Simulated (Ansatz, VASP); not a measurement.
**Two plane-wave programs on ZnIr2**

File INCAR:

```
SYSTEM = ZnIr2
  ALGO = Fast
  EDIFF = 1E-6
  EDIFFG = -0.01
  ENCUT = 600
  GGA = PE
  IBRION = 2
  ISIF = 3
  ISMEAR = 0
  LASPH = .TRUE.
  LCHARG = .FALSE.
  LREAL = .FALSE.
  LWAVE = .FALSE.
  NELM = 80
  NSW = 100
  PREC = Accurate
  SIGMA = 0.1
```

File KPOINTS:

```
k-points
0
G
  12 12 16
  0 0 0
```

Contents of POSCAR:

```
ZnIr2
1.0
    4.3630426522      0.0000000000      0.0000000000
   -2.1815213261      3.7785057746      0.0000000000
    0.0000000000      0.0000000000      2.7376687927
Zn Ir
1 2
Direct
    0.0000000000      0.0000000000      0.0000000000
    0.3333333333      0.6666666667      0.5000000000
    0.6666666667      0.3333333333      0.5000000000
```

Input for Ansatz:

```yaml
crystal:
  lattice:
    - [4.3630426522, 0.0, 0.0]
    - [-2.1815213261, 3.7785057746, 0.0]
    - [0.0, 0.0, 2.7376687927]
  atoms:
    - { symbol: Zn, position: [0.0, 0.0, 0.0] }
    - { symbol: Ir, position: [0.3333333333, 0.6666666667, 0.5] }
    - { symbol: Ir, position: [0.6666666667, 0.3333333333, 0.5] }
basis:
  ecutwfc: 420
kpoints:
  mp_grid: { grid: [12, 12, 16] }
hamiltonian:
  xc: pbe
scf:
  occupations: { method: gaussian, width: 0.1 }
output:
  forces: true
  stress: true
  eigenvalues: true
  write_density: true
  write_potential: true
  elf: true
  volumetric_format: npy
relax:
  adjacent_minimum: "off"
  f_tol: 0.01
  max_steps: 80
  cell: { stress_tol: 0.05 }
```

Alike in both runs: task relaxation of cell and atoms; functional PBE; k mesh 12 × 12 × 16; occupations gaussian, width 0.1 eV; no spin polarisation.

|  | VASP | Ansatz |
| --- | --- | --- |
| version | VASP 6.6.1 | Ansatz 0.2.0 |
| potentials or method | VASP PAW PBE potentials, release 64 (Zn, Ir), cutoff 600 eV | scalar-relativistic, plane waves, PAW |
| valence electrons in the cell | 30 | 46 |

```csv
,VASP,Ansatz,Ansatz less VASP
"gap on the k mesh at the Fermi level, each at its own relaxed structure (eV)",none,none,-
relaxed volume (Å³/atom),15.01,14.98,-0.025
relaxed cell length with the largest relative difference (Å),4.377,4.375,-0.0027
```

A gap of «none» marks a metal or a gap that the smearing closes. VASP's potentials hold 30 valence electrons a cell and Ansatz's 46, so a difference there can come from the potentials and not from the codes.

Neither program's run includes spin-orbit coupling.
